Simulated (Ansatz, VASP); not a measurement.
## NaH: VASP beside Ansatz

```
Na H
1.0
     0.00000    2.41579    2.41579
     2.41579    0.00000    2.41579
     2.41579    2.41579    0.00000
Na H
1 1
Direct
  0.50000 0.50000 0.50000
  0.00000 0.00000 0.00000
```

Alike in both runs: functional PBE; k mesh 8 × 8 × 8; occupations gaussian, width 0.02 eV; no spin polarisation.

Ansatz relaxed the structure, and its values are those at the end. VASP's run is a single point on that final structure, the one shown.

|  | VASP | Ansatz |
| --- | --- | --- |
| version | VASP 6.6.1 | Ansatz 0.2.0 |
| potentials or method | VASP PAW PBE potentials, release 64 (Na_pv, H), cutoff 520 eV | scalar-relativistic, plane waves, PAW |
| valence electrons in the cell | 8 | 10 |

```csv
,VASP,Ansatz,Ansatz less VASP
gap on the k mesh at the Fermi level (eV),3.76,3.76,+0.002
least direct gap on the mesh (eV),4.62,4.62,+0.005
pressure (GPa),0.0,0.0,+0.03
```

The functional is the same, so the differences come from potentials, cutoffs and numerics. VASP's potentials hold 8 valence electrons a cell and Ansatz's 10, so a difference there can come from the potentials and not from the codes.
